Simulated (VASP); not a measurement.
# Zr3GeTe4 (P-3m1) in VASP: a series of runs, part 2 of 3

VASP 6.6.1. The steps go on from the part before.

**3. Relaxation of cell and atoms, PBE**

This run uses another cell than the first one, of 25.62 Å³/atom.

Contents of INCAR:

```
SYSTEM = Zr3GeTe4
  ALGO = Normal
  EDIFF = 1E-6
  EDIFFG = -0.08
  ENCUT = 600
  GGA = PE
  IBRION = 2
  ISIF = 3
  ISMEAR = 0
  LASPH = .True.
  LCHARG = .False.
  LREAL = .False.
  LWAVE = .False.
  NELM = 100
  NSW = 36
  PREC = Accurate
  SIGMA = 0.2
```

Contents of KPOINTS:

```
k-points
0
Gamma
  4 4 2
  0 0 0
```

Contents of POSCAR:

```
Zr3GeTe4
1.0
    4.3575261500      0.0000000000      0.0000000000
   -2.1787630800      3.7737283500      0.0000000000
    0.0000000000      0.0000000000     12.4652984700
Zr Ge Te
3 1 4
Direct
    0.0000000000      0.0000000000      0.5000000000
    0.0000000000      0.0000000000      0.2552560000
    0.0000000000      0.0000000000      0.7447440000
    0.0000000000      0.0000000000      0.0000000000
    0.3333333300      0.6666666700      0.8773520000
    0.3333333300      0.6666666700      0.3740980000
    0.6666666700      0.3333333300      0.1226480000
    0.6666666700      0.3333333300      0.6259020000
```

Potentials or basis: VASP PAW PBE potentials, release 64 (Zr_sv, Ge_d, Te).

Command:

```sh
$ cat potpaw_PBE.64/Zr_sv/POTCAR potpaw_PBE.64/Ge_d/POTCAR potpaw_PBE.64/Te/POTCAR > POTCAR
$ mpirun -np 1 vasp_std > vasp.out
```

OUTCAR:

```text
SYSTEM = Zr3GeTe4
   EDIFF = 1E-6
   EDIFFG = -0.08
   ENCUT = 600
   GGA = PE
   IBRION = 2
   ISIF = 3
   ISMEAR = 0
   LASPH = .True.
   LREAL = .False.
   NELM = 100
   NSW = 36
   PREC = Accurate

 ion  position               nearest neighbor table
   1  0.000  0.000  0.500-   8 2.97   6 2.97   8 2.97   6 2.97   8 2.97   6 2.97   2 3.05   3 3.05

   2  0.000  0.000  0.255-   6 2.92   6 2.92   6 2.92   7 3.01   7 3.01   7 3.01   1 3.05   4 3.18

   3  0.000  0.000  0.745-   8 2.92   8 2.92   8 2.92   5 3.01   5 3.01   5 3.01   1 3.05   4 3.18

   4  0.000  0.000  0.000-   5 2.94   7 2.94   7 2.94   5 2.94   7 2.94   5 2.94   2 3.18   3 3.18

   5  0.333  0.667  0.877-   4 2.94   4 2.94   4 2.94   3 3.01   3 3.01   3 3.01
   6  0.333  0.667  0.374-   2 2.92   2 2.92   2 2.92   1 2.97   1 2.97   1 2.97
   7  0.667  0.333  0.123-   4 2.94   4 2.94   4 2.94   2 3.01   2 3.01   2 3.01
   8  0.667  0.333  0.626-   3 2.92   3 2.92   3 2.92   1 2.97   1 2.97   1 2.97

  LATTYP: Found a hexagonal cell.
 ALAT       =     4.3575261500
 C/A-ratio  =     2.8606365265

  Lattice vectors:

 A1 = (   4.3575261500,   0.0000000000,   0.0000000000)
 A2 = (  -2.1787630800,   3.7737283500,   0.0000000000)
 A3 = (   0.0000000000,   0.0000000000,  12.4652984700)

Analysis of symmetry for initial positions (statically):
=====================================================================
 Subroutine PRICEL returns:
 Original cell was already a primitive cell.

 Routine SETGRP: Setting up the symmetry group for a
[... 206 lines left out ...]

 number of electron      74.0000002 magnetization

 E-fermi :   7.9305     XC(G=0):  -9.9589

 val. band max:        7.8997578419   @ k =   0.2500   0.2500   0.5000
 cond. band min:       8.0138384511   @ k =   0.5000  -0.0000   0.5000
 fundamental gap:      0.1140806092
 Fermi energy:         7.9304932630

 k-point     1 :       0.0000    0.0000    0.0000
  band No.  band energies     occupation
      1     -42.0216      2.00000
      2     -42.0184      2.00000
      3     -41.9400      2.00000
      4     -20.1028      2.00000
      5     -20.0985      2.00000
      6     -20.0985      2.00000
[... 442 lines left out ...]
  FREE ENERGIE OF THE ION-ELECTRON SYSTEM (eV)
  ---------------------------------------------------
  free  energy   TOTEN  =       -46.3916968259 eV

  energy  without entropy=      -46.2132327853  energy(sigma->0) =      -46.30246481

[... ionic steps 4 to 19 ...]

--------------------------------------- Ionic step       20  -------------------------------------------

 number of electron      73.9999995 magnetization

------------------------ aborting loop because EDIFF is reached ----------------------------------------
[... 79 lines left out ...]
--------------------------------------- Ionic step       22  -------------------------------------------

 number of electron      73.9999995 magnetization

 Free energy of the ion-electron system (eV)
  ---------------------------------------------------
  ext. energy  EPLUGINS =         0.00000000
  ---------------------------------------------------
  free energy    TOTEN  =       -47.49936875 eV

  energy without entropy =      -47.42447941  energy(sigma->0) =      -47.46192408

 E-fermi :   8.7507     XC(G=0): -10.4879

 val. band max:        8.6809547553   @ k =   0.0000   0.0000   0.0000
 cond. band min:       8.7620874892   @ k =   0.2500   0.2500   0.0000
 fundamental gap:      0.0811327339
 Fermi energy:         8.7507273679

 k-point     1 :       0.0000    0.0000    0.0000
  band No.  band energies     occupation
      1     -40.7885      2.00000
      2     -40.7672      2.00000
      3     -40.7671      2.00000
      4     -18.9359      2.00000
      5     -18.8824      2.00000
      6     -18.8536      2.00000
[... 400 lines left out ...]
  FREE ENERGIE OF THE ION-ELECTRON SYSTEM (eV)
  ---------------------------------------------------
  free  energy   TOTEN  =       -47.4993687459 eV

  energy  without entropy=      -47.4244794126  energy(sigma->0) =      -47.46192408

 reached required accuracy - stopping structural energy minimisation
```

CONTCAR:

```text
Zr3GeTe4
   1.00000000000000
     3.8264576313100620    0.0000000006851953   -0.0000000000000001
    -1.9132288194522638    3.3138095190064925   -0.0000000000000001
    -0.0000000000000004   -0.0000000000000005   15.8091844482647517
  Zr              Ge              Te
     3     1     4
Direct
     0.0000000000000000    0.0000000000000000    0.5000000000000000
     1.0000000000000000    0.0000000000000000    0.2526749249045629
     0.0000000000000000    0.0000000000000000    0.7473250750954372
     0.0000000000000000    0.0000000000000000    0.0000000000000000
     0.3333333300000021    0.6666666699999979    0.8679637104472532
     0.3333333300000021    0.6666666699999979    0.3771968588677453
     0.6666666699999979    0.3333333300000021    0.1320362895527468
     0.6666666699999979    0.3333333300000021    0.6228031411322476

  0.00000000E+00  0.00000000E+00  0.00000000E+00
  0.00000000E+00  0.00000000E+00  0.00000000E+00
  0.00000000E+00  0.00000000E+00  0.00000000E+00
  0.00000000E+00  0.00000000E+00  0.00000000E+00
  0.00000000E+00  0.00000000E+00  0.00000000E+00
  0.00000000E+00  0.00000000E+00  0.00000000E+00
  0.00000000E+00  0.00000000E+00  0.00000000E+00
  0.00000000E+00  0.00000000E+00  0.00000000E+00
```

It took 17 min on 1 thread of Intel Xeon 6975P-C (Granite Rapids), shared host; peak memory 0.42 GiB.

Results:

* Free energy: -47.4994 eV
* Relaxed volume: 25.06 Å³/atom
* Relaxed cell: a = 3.826 Å, b = 3.826 Å, c = 15.809 Å, α = 90.00°, β = 90.00°, γ = 120.00°
* Space group after relaxing (to 0.1 Å): P-3m1 (No. 164)
* Energy gained by relaxing: 158.5 meV/atom
* Ionic steps: 22
* Pressure after relaxing: 0.1 GPa
* Largest force after relaxing: 0.040 eV/Å
* Band gap on the k mesh: zero (bands 37 and 38 overlap by 0.28 eV)

Forces in eV/Å, atoms in the order of the input:
```
Zr   0.000  0.000  0.000
Zr   0.000  0.000  0.040
Zr   0.000  0.000 -0.040
Ge   0.000  0.000  0.000
Te   0.000  0.000 -0.012
Te   0.000  0.000 -0.017
Te   0.000  0.000  0.012
Te   0.000  0.000  0.017
```

Step by step:
| step | energy change (eV) | largest force (eV/Å) | pressure (GPa) | volume (Å³) |
| --- | --- | --- | --- | --- |
| 1 | 0.0000 | 0.5875 | 3.38 | 204.98 |
| 2 | -0.1299 | 0.5450 | -2.57 | 221.40 |
| 3 | -0.1607 | 0.5490 | -0.92 | 216.14 |
| 4 | -0.2460 | 0.3551 | -0.67 | 214.77 |
| 5 | -0.4085 | 0.5196 | 0.57 | 210.30 |
| 6 | -0.4188 | 0.8392 | 1.47 | 208.01 |
| 7 | -0.4567 | 0.8973 | 1.26 | 208.39 |
| 8 | -0.5727 | 1.0926 | 0.72 | 209.34 |
| 9 | -0.7363 | 1.5568 | 0.05 | 210.44 |
| 10 | -0.9216 | 1.2683 | -1.01 | 211.15 |
| 11 | -1.0605 | 0.8017 | -2.37 | 211.87 |
| 12 | -1.0657 | 0.7074 | -2.59 | 211.96 |
| 13 | -1.1793 | 0.5138 | -0.84 | 205.34 |
| 14 | -1.1973 | 0.4662 | 0.30 | 201.67 |
| 15 | -1.2197 | 0.3350 | 0.05 | 202.09 |
| 16 | -1.2402 | 0.2604 | -0.41 | 202.97 |
| 17 | -1.2482 | 0.1900 | 0.20 | 201.53 |
| 18 | -1.2487 | 0.1673 | 0.40 | 201.07 |
| 19 | -1.2552 | 0.1172 | 0.13 | 201.61 |
| 20 | -1.2579 | 0.1925 | -0.21 | 202.32 |
| 21 | -1.2639 | 0.1371 | -0.13 | 201.74 |
| 22 | -1.2683 | 0.0396 | 0.09 | 200.46 |

Final structure:
```xyz
8
Lattice="3.8265 0.0000 0.0000 -1.9132 3.3138 0.0000 0.0000 0.0000 15.8092" Properties=species:S:1:pos:R:3 pbc="T T T"
Zr    0.0000    0.0000    7.9046
Zr    3.8265    0.0000    3.9946
Zr    0.0000    0.0000   11.8146
Ge    0.0000    0.0000    0.0000
Te    0.0000    2.2092   13.7218
Te    0.0000    2.2092    5.9632
Te    1.9132    1.1046    2.0874
Te    1.9132    1.1046    9.8460
```

Levels at points of the mesh, in eV from the Fermi level:
```tsv
k point	band 33	band 34	band 35	band 36	band 37	band 38	band 39	band 40	band 41	band 42
(0.00, 0.00, 0.00)	-0.61	-0.61	-0.31	-0.07	0.29	0.29	0.52	0.52	0.69	0.69
(0.50, 0.00, 0.00)	-2.22	-2.06	-1.53	-1.49	-0.81	0.86	1.06	1.14	1.44	1.78
(0.00, 0.00, 0.50)	-1.23	-0.49	-0.49	0.28	0.28	0.30	0.50	0.50	0.58	0.58
(0.50, 0.00, 0.50)	-2.58	-1.80	-1.73	-1.22	-0.96	0.69	1.02	1.13	1.99	2.02
```

Caveat: the k points lie up to 0.47 Å⁻¹ apart in the final cell; a cell axis changed by over 15 % at a fixed basis, so the end point is rough; spin-orbit coupling is left out, which moves the levels of the heavy elements; the relaxation stopped at a loose force limit of 0.08 eV/Å, so its end isn't a converged minimum.

[end of part 2 of 3]
